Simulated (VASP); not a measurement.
# SnTe (F-43m) in VASP: single point with r2SCAN

Aim: the single point of SnTe with r2SCAN.

Everything below comes from runs of VASP 6.6.1. Logs are shortened: lines on timing, memory, paths and dates and some standing lists are left out, and cuts for length are marked.

## 1. The cell of the first run

It takes space group F-43m (No. 216, cubic). Conventional cell: a = 7.222 Å, b = 7.222 Å, c = 7.222 Å, α = 90.00°, β = 90.00°, γ = 90.00°. Within 4.1 Å of Sn (site symmetry -43m) lie 4 Te at 3.13 Å. Te (site symmetry -43m) has 4 Sn at 3.13 Å within 4.1 Å.

## 2. Single point, r2SCAN

File POSCAR:

```
SnTe
1.0
    0.0000000000      3.6111460000      3.6111460000
    3.6111460000      0.0000000000      3.6111460000
    3.6111460000      3.6111460000      0.0000000000
Sn Te
1 1
Direct
    0.0000000000      0.0000000000      0.0000000000
    0.7500000000      0.7500000000      0.7500000000
```

File INCAR.step1:

```
SYSTEM = SnTe
PREC     = Accurate       ! precision mode
ENCUT    = 520            ! plane-wave cutoff, eV
ISMEAR   = 0              ! smearing method
SIGMA    = 0.01           ! smearing width, eV
LREAL    = .FALSE.        ! projectors in reciprocal space
LASPH    = .TRUE.         ! aspherical terms in the spheres
NELM     = 80             ! most SCF steps
NBANDS   = 17             ! bands
GGA      = PE             ! functional
ALGO     = Normal         ! electronic algorithm
EDIFF    = 1E-4           ! SCF threshold, eV
LWAVE    = .TRUE.         ! write WAVECAR
LCHARG   = .FALSE.        ! write CHGCAR
```

File INCAR.step2:

```
SYSTEM = SnTe
PREC     = Accurate       ! precision mode
ENCUT    = 520            ! plane-wave cutoff, eV
EDIFF    = 1E-7           ! SCF threshold, eV
ISMEAR   = 0              ! smearing method
SIGMA    = 0.01           ! smearing width, eV
LREAL    = .FALSE.        ! projectors in reciprocal space
LASPH    = .TRUE.         ! aspherical terms in the spheres
NELM     = 80             ! most SCF steps
ALGO     = Normal         ! electronic algorithm
ISIF     = 2              ! what is computed and relaxed
LWAVE    = .FALSE.        ! write WAVECAR
LCHARG   = .FALSE.        ! write CHGCAR
METAGGA  = R2SCAN         ! meta-GGA
LMIXTAU  = .TRUE.       
NBANDS   = 17             ! bands
ISTART   = 1
```

File KPOINTS:

```
Automatic mesh
0
G
  6 6 6
  0 0 0
```

Potentials or basis: VASP PAW PBE potentials, release 64 (Sn_d, Te).

The run is started by

```sh
$ cat potpaw_PBE.64/Sn_d/POTCAR potpaw_PBE.64/Te/POTCAR > POTCAR
$ cp INCAR.step1 INCAR
$ mpirun -np 1 vasp_std > vasp.out
$ cp INCAR.step2 INCAR
$ mpirun -np 1 vasp_std > vasp.out
```

OUTCAR:

```text
SYSTEM = SnTe
   PREC = Accurate
   ENCUT = 520
   EDIFF = 1E-7
   ISMEAR = 0
   LREAL = .FALSE.
   LASPH = .TRUE.
   NELM = 80
   ISIF = 2
   METAGGA = R2SCAN
   ISTART = 1

 ion  position               nearest neighbor table
   1  0.000  0.000  0.000-   2 3.13   2 3.13   2 3.13   2 3.13
   2  0.750  0.750  0.750-   1 3.13   1 3.13   1 3.13   1 3.13

  LATTYP: Found a face centered cubic cell.
 ALAT       =     7.2222920000

  Lattice vectors:

 A1 = (   0.0000000000,   3.6111460000,   3.6111460000)
 A2 = (   3.6111460000,   0.0000000000,   3.6111460000)
 A3 = (   3.6111460000,   3.6111460000,   0.0000000000)

Analysis of symmetry for initial positions (statically):
=====================================================================
 Subroutine PRICEL returns:
 Original cell was already a primitive cell.

 Routine SETGRP: Setting up the symmetry group for a
 face centered cubic supercell.

 Subroutine GETGRP returns: Found 24 space group operations
 (whereof 24 operations were pure point group operations)
 out of a pool of 48 trial point group operations.

The static configuration has the point symmetry T_d .

Analysis of symmetry for dynamics (positions and initial velocities):
=====================================================================
 Subroutine PRICEL returns:
 Original cell was already a primitive cell.

 Routine SETGRP: Setting up the symmetry group for a
 face centered cubic supercell.

 Subroutine GETGRP returns: Found 24 space group operations
 (whereof 24 operations were pure point group operations)
 out of a pool of 48 trial point group operations.

The dynamic configuration has the point symmetry T_d .

 Subroutine INISYM returns: Found 24 space group operations
 (whereof 24 operations are pure point group operations),
 and found     1 'primitive' translations

----------------------------------------------------------------------------------------

                                     Primitive cell

  volume of cell :      94.1814

  direct lattice vectors                    reciprocal lattice vectors
     0.000000000  3.611146000  3.611146000    -0.138460201  0.138460201  0.138460201
     3.611146000  0.000000000  3.611146000     0.138460201 -0.138460201  0.138460201
     3.611146000  3.611146000  0.000000000     0.138460201  0.138460201 -0.138460201

  length of vectors
     5.106931649  5.106931649  5.106931649     0.239820102  0.239820102  0.239820102

  position of ions in fractional coordinates (direct lattice)
     0.000000000  0.000000000  0.000000000
     0.750000000  0.750000000  0.750000000

  ion indices of the primitive-cell ions
   primitive index   ion index
                 1           1
                 2           2

----------------------------------------------------------------------------------------

 KPOINTS: Automatic mesh

Automatic generation of k-mesh.
 Grid dimensions read from file:
 generate k-points for:    6    6    6

 Generating k-lattice:

  Cartesian coordinates                     Fractional coordinates (reciprocal lattice)
    -0.023076700  0.023076700  0.023076700     0.166666667  0.000000000  0.000000000
     0.023076700 -0.023076700  0.023076700     0.000000000  0.166666667  0.000000000
     0.023076700  0.023076700 -0.023076700     0.000000000  0.000000000  0.166666667

  Length of vectors
     0.039970017  0.039970017  0.039970017

  Shift w.r.t. Gamma in fractional coordinates (k-lattice)
     0.000000000  0.000000000  0.000000000

 Subroutine IBZKPT returns following result:
 ===========================================

 Found     16 irreducible k-points:

 Following reciprocal coordinates:
            Coordinates               Weight
  0.000000  0.000000  0.000000      1.000000
  0.166667  0.000000  0.000000      8.000000
  0.333333  0.000000  0.000000      8.000000
  0.500000  0.000000  0.000000      4.000000
  0.166667  0.166667  0.000000      6.000000
  0.333333  0.166667  0.000000     24.000000
[... 8 lines left out ...]
 -0.333333  0.333333  0.166667     24.000000
 -0.333333  0.500000  0.166667     12.000000
   k-points           NKPTS =     16   k-points in BZ     NKDIM =     16   number of bands    NBANDS=     17
   number of dos      NEDOS =    301   number of ions     NIONS =      2
   total plane-waves  NPLWV =  64000
   dimension x,y,z NGX =    40 NGY =   40 NGZ =   40
   dimension x,y,z NGXF=    80 NGYF=   80 NGZF=   80
   ions per type =               1   1
   NGX,Y,Z   is equivalent  to a cutoff of  13.02, 13.02, 13.02 a.u.
   NGXF,Y,Z  is equivalent  to a cutoff of  26.04, 26.04, 26.04 a.u.
 SYSTEM =  SnTe
   PREC   = accura    normal or accurate (medium, high low for compatibility)
   ISTART =      1    job   : 0-new  1-cont  2-samecut
   ICHARG =      0    charge: 1-file 2-atom 10-const
   ISPIN  =      1    spin polarized calculation?
   LNONCOLLINEAR =      F non collinear calculations
   LSORBIT =      F    spin-orbit coupling
   LASPH  =      T    aspherical Exc in radial PAW
   ENCUT  =  520.0 eV  38.22 Ry    6.18 a.u.   9.50  9.50  9.50*2*pi/ulx,y,z
   NELM   =     80;   NELMIN=  2; NELMDL=  0     # of ELM steps
   EDIFF  = 0.1E-06   stopping-criterion for ELM
   LREAL  =      F    real-space projection
   EDIFFG = 0.1E-05   stopping-criterion for IOM
   NSW    =      0    number of steps for IOM
   IBRION =     -1    ionic relax: 0-MD 1-quasi-New 2-CG
   NFREE  =      0    steps in history (QN), initial steepest desc. (CG)
   ISIF   =      2    stress and relaxation
   ISYM   =      2    0-nonsym 1-usesym 2-fastsym
   POTIM  = 0.5000    time-step for ionic-motion
   TEBEG  =    0.0;   TEEND  =   0.0 temperature during run
   PSTRESS=    0.0 pullay stress
   NELECT =      20.0000    total number of electrons
   NUPDOWN=      -1.0000    fix difference up-down
   EMIN   =  10.00;   EMAX   =-10.00  energy-range for DOS
   EFERMI =   0.00;   METHOD = LEGACY
   ISMEAR =     0;   SIGMA  =   0.01  broadening in eV -4-tet -1-fermi 0-gaus
   EFERMI_NEDOS =   21; number of points for ismear=-14 and -15
   IALGO  =     38    algorithm
   IMIX   =      4    mixing-type and parameters
     AMIX     =   0.40;   BMIX     =  1.00
     AMIX_MAG =   1.60;   BMIX_MAG =  1.00
  volume/ion in A,a.u.               =      47.09       317.78
  Fermi-wavevector in a.u.,A,eV,Ry     =   0.976704  1.845704 12.979296  0.953951
  Thomas-Fermi vector in A             =   2.107344
   LORBIT       =      0    0 simple, 1 ext, 2 COOP (PROOUT), +10 PAW based schemes
   METAGGA = R2SCAN    functional components
   LHFCALC =     F    Hartree Fock is set to
   AEXX    =    0.0000 exact exchange contribution
   IVDW    =     0    specifies the selected vdW correction
   LEPSILON=     F    determine dielectric tensor
   LRPA    =     F    only Hartree local field effects (RPA)
 non-spin polarized calculation
 Gauss-broadening in eV      SIGMA  =   0.01
  energy-cutoff  :      520.00
  volume of cell :       94.18
 maximum number of plane-waves:      2637
 NGX is ok and might be reduce to    40
   NGX = 19   NGY = 19   NGZ = 19

 number of electron      19.9999999 magnetization

 Free energy of the ion-electron system (eV)
  ---------------------------------------------------
  ext. energy  EPLUGINS =         0.00000000
  ---------------------------------------------------
  free energy    TOTEN  =       -50.06369710 eV

  energy without entropy =      -50.06369710  energy(sigma->0) =      -50.06369710

 E-fermi :   2.9575     XC(G=0):  -7.9529

 val. band max:        2.9115161534   @ k =  -0.3333   0.5000   0.1667
 cond. band min:       3.2650460469   @ k =   0.5000   0.5000   0.0000
 fundamental gap:      0.3535298934
 Fermi energy:         2.9575297678

 k-point     1 :       0.0000    0.0000    0.0000
  band No.  band energies     occupation
      1     -19.4608      2.00000
      2     -19.4608      2.00000
      3     -19.4608      2.00000
      4     -19.4478      2.00000
      5     -19.4478      2.00000
      6      -8.9711      2.00000
[... 9 lines left out ...]
     16       9.8766      0.00000
     17      11.0248      0.00000

 k-point     2 :       0.1667    0.0000    0.0000
  band No.  band energies     occupation
      1     -19.4612      2.00000
      2     -19.4604      2.00000
      3     -19.4604      2.00000
      4     -19.4477      2.00000
      5     -19.4477      2.00000
      6      -8.8473      2.00000
[... 9 lines left out ...]
     16       9.3294      0.00000
     17      10.4593      0.00000

 k-point     3 :       0.3333    0.0000    0.0000
  band No.  band energies     occupation
      1     -19.4619      2.00000
      2     -19.4596      2.00000
      3     -19.4596      2.00000
      4     -19.4477      2.00000
      5     -19.4477      2.00000
      6      -8.5590      2.00000
[... 9 lines left out ...]
     16       9.4713      0.00000
     17      10.6726      0.00000

 k-point     4 :       0.5000    0.0000    0.0000
  band No.  band energies     occupation
      1     -19.4623      2.00000
      2     -19.4592      2.00000
      3     -19.4592      2.00000
      4     -19.4476      2.00000
      5     -19.4476      2.00000
      6      -8.3855      2.00000
[... 9 lines left out ...]
     16      10.3397      0.00000
     17      10.3397      0.00000
[... 183 lines left out ...]
      1     -19.4631      2.00000
      2     -19.4589      2.00000
      3     -19.4584      2.00000
      4     -19.4481      2.00000
      5     -19.4473      2.00000
      6      -8.3383      2.00000
[... 9 lines left out ...]
     16      10.7671      0.00000
     17      11.8501      0.00000

 k-point    15 :      -0.3333    0.3333    0.1667
  band No.  band energies     occupation
      1     -19.4632      2.00000
      2     -19.4589      2.00000
      3     -19.4580      2.00000
      4     -19.4480      2.00000
      5     -19.4474      2.00000
      6      -8.2080      2.00000
[... 9 lines left out ...]
     16      10.5955      0.00000
     17      11.6440      0.00000

 k-point    16 :      -0.3333    0.5000    0.1667
  band No.  band energies     occupation
      1     -19.4638      2.00000
      2     -19.4584      2.00000
      3     -19.4576      2.00000
      4     -19.4483      2.00000
      5     -19.4471      2.00000
      6      -8.1423      2.00000
[... 9 lines left out ...]
     16      11.3310      0.00000
     17      11.4439      0.00000

------------------------ aborting loop because EDIFF is reached ----------------------------------------

  FORCE on cell =-STRESS in cart. coord.  units (eV):
  Direction    XX          YY          ZZ          XY          YZ          ZX
  --------------------------------------------------------------------------------------
  -------------------------------------------------------------------------------------
  Total       -0.3412247     -0.3412247     -0.3412247     -0.0000000     -0.0000000      0.0000000
  in kB       -5.8047811     -5.8047811     -5.8047811     -0.0000000     -0.0000000      0.0000000
  external PRESSURE =      -5.8047811 kB  Pullay stress =       0.0000000 kB

 VOLUME and BASIS-vectors are now :
 -----------------------------------------------------------------------------
  energy-cutoff  :      520.00
  volume of cell :       94.18
      direct lattice vectors                 reciprocal lattice vectors
     0.000000000  3.611146000  3.611146000    -0.138460201  0.138460201  0.138460201
     3.611146000  0.000000000  3.611146000     0.138460201 -0.138460201  0.138460201
     3.611146000  3.611146000  0.000000000     0.138460201  0.138460201 -0.138460201

 POSITION                                       TOTAL-FORCE (eV/Angst)
 -----------------------------------------------------------------------------------
      0.00000      0.00000      0.00000        -0.000000      0.000000      0.000000
      5.41672      5.41672      5.41672         0.000000     -0.000000     -0.000000
 -----------------------------------------------------------------------------------
    total drift:                               -0.000002     -0.000002     -0.000002

  FREE ENERGIE OF THE ION-ELECTRON SYSTEM (eV)
  ---------------------------------------------------
  free  energy   TOTEN  =       -50.0636971035 eV

  energy  without entropy=      -50.0636971035  energy(sigma->0) =      -50.06369710
```

It took 91 s on 1 thread of Intel Xeon Platinum 8375C at 2.90GHz (Ice Lake), shared host; peak memory 0.27 GiB.

Results:

- Free energy: -50.0637 eV
- Pressure: -0.6 GPa
- Band gap on the k mesh: 0.35 eV, indirect (least direct gap 0.89 eV)

Caveat: the PAW data sets were made with another functional, which shifts forces and pressure a little; spin-orbit coupling is left out, which moves the levels of the heavy elements.
